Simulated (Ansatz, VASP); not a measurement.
**AlN: VASP beside Ansatz**

```
Al N
1.0
     0.00000    2.18488    2.18488
     2.18488    0.00000    2.18488
     2.18488    2.18488    0.00000
Al N
1 1
Direct
  0.00000 0.00000 0.00000
  0.25000 0.25000 0.25000
```

Alike in both runs: task single point; functional PBEsol; k mesh 8 × 8 × 8; no spin polarisation.

|  | VASP | Ansatz |
| --- | --- | --- |
| version | VASP 6.6.1 | Ansatz 0.2.0 |
| potentials or method | VASP PAW PBE potentials, release 64 (Al, N) | plane waves |
| plane-wave cutoff (eV) | 600 | 420 |
| occupations | methfessel-paxton of order 1, width 0.5 eV | cold, width 0.5 eV |
| valence electrons in the cell | 8 | 8 |

VASP gave:

| Property | Result |
| --- | --- |
| gap on the k mesh at the Fermi level (eV) | 3.19 |
| pressure (GPa) | 0.9 |

Question: What did Ansatz give for the same quantities?

Answer: gap on the k mesh at the Fermi level (eV): 3.19; pressure (GPa): 1.1.

VASP's potentials were made for PBE, not for PBEsol.
